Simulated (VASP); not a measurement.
A run of VASP 6.6.1 is set up as follows.

Contents of INCAR:

```
  PREC = Accurate
  ENCUT = 520
  EDIFF = 1E-6
  ISMEAR = -1
  SIGMA = 0.15
  LREAL = Auto
  LASPH = True
  NELM = 100
  ALGO = Normal
  ISIF = 2
  LWAVE = False
  LCHARG = False
  GGA = PE
  NBANDS = 50
```

KPOINTS

```
Automatic mesh
0
Gamma
  2 2 1
```

The input POSCAR:

```
Be27HO
1.0
    6.8700000000      0.0000000000      0.0000000000
    3.4350000000      5.9495950000      0.0000000000
    0.0000000000      0.0000000000     16.5884300000
Be O H
27 1 1
Direct
    0.0000000000      0.0000000000      0.0602829804
    0.3333333333      0.0000000000      0.0602829804
    0.6666666667      0.0000000000      0.0602829804
   -0.0000001401      0.3333336135      0.0602829804
    0.3333331933      0.3333336135      0.0602829804
    0.6666665266      0.3333336135      0.0602829804
   -0.0000002801      0.6666672269      0.0602829804
    0.3333330532      0.6666672269      0.0602829804
    0.6666663865      0.6666672269      0.0602829804
   -0.1110372714      0.2221327670      0.1709504757
    0.2221779651      0.2220487277      0.1710951549
    0.5558735510      0.2219646884      0.1715834470
   -0.1112563555      0.5555840356      0.1709926738
    0.2220191954      0.5559033850      0.1718306072
    0.5556342005      0.5557184985      0.1712217491
   -0.1110896236      0.8888168018      0.1708238815
    0.2221529149      0.8890857277      0.1709263625
    0.5556006064      0.8886823389      0.1709384191
   -0.0000442715      0.0001176551      0.2839569507
    0.3333490961     -0.0002353101      0.2838544697
    0.6671618954     -0.0008740091      0.2840232620
   -0.0002822536      0.3331991505      0.2837640452
    0.3331855427      0.3329302247      0.2883395234
    0.6679056002      0.3329806483      0.2857714684
   -0.0011202118      0.6673059259      0.2846140352
    0.3330935195      0.6679614327      0.2865852887
    0.6668236478      0.6668184977      0.2841739694
    0.4330615606      0.4698302994      0.4488911850
    0.3942741244      0.4109859579      0.4962193529
```

Potentials or basis: VASP PAW PBE potentials, release 64 (Be, O, H).

The run is started by

```sh
$ cat potpaw_PBE.64/Be/POTCAR potpaw_PBE.64/O/POTCAR potpaw_PBE.64/H/POTCAR > POTCAR
$ mpirun -np 1 vasp_std > vasp.out
```

(1) Estimate the band gap on the k mesh.

(2) What does it give for the largest force?

## Answers

(1) zero (an odd number of electrons rules out a gap without spin polarisation).

(2) 0.804 eV/Å.

Caveat: the k points lie up to 0.53 Å⁻¹ apart, too coarse for converged energies and pressures of a metal; an odd number of electrons without spin polarisation forces a metal; a magnetic or distorted state may lie lower.
